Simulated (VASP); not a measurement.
Rh, 1 atom in the cell. It takes space group Fm-3m (No. 225, cubic). The conventional cell has a = 3.889 Å, b = 3.889 Å, c = 3.889 Å, α = 90.00°, β = 90.00°, γ = 90.00°. Rh (site symmetry m-3m) has 12 Rh at 2.75 Å within 3.6 Å. 

```yaml
Program: VASP 6.6.1
Task: single point
Functional: PBE
Potentials_or_basis: VASP PAW PBE potentials, release 64 (Rh_pv)
Cutoff: 520 eV
k_mesh: 8 × 8 × 8
Occupations: gaussian, width 0.1 eV
Spin: no spin polarisation
Dipole_correction: no
Further_INCAR_settings: ALGO = Normal; EDIFF = 1e-06; NBANDS = 14
```

Potentials or basis: VASP PAW PBE potentials, release 64 (Rh_pv).

Command:

```bash
$ cat potpaw_PBE.64/Rh_pv/POTCAR > POTCAR
$ mpirun -np 1 vasp_std > vasp.out
```

Hardware: 1 thread of Intel(R) Xeon(R) Platinum 8488C (Sapphire Rapids), on a shared host.

Task: How long does it take, and how much memory?

Result: It took 4 s on 1 thread of Intel(R) Xeon(R) Platinum 8488C (Sapphire Rapids), on a shared host, peak memory 0.12 GiB. Counts: scf iterations 11, k points 29.
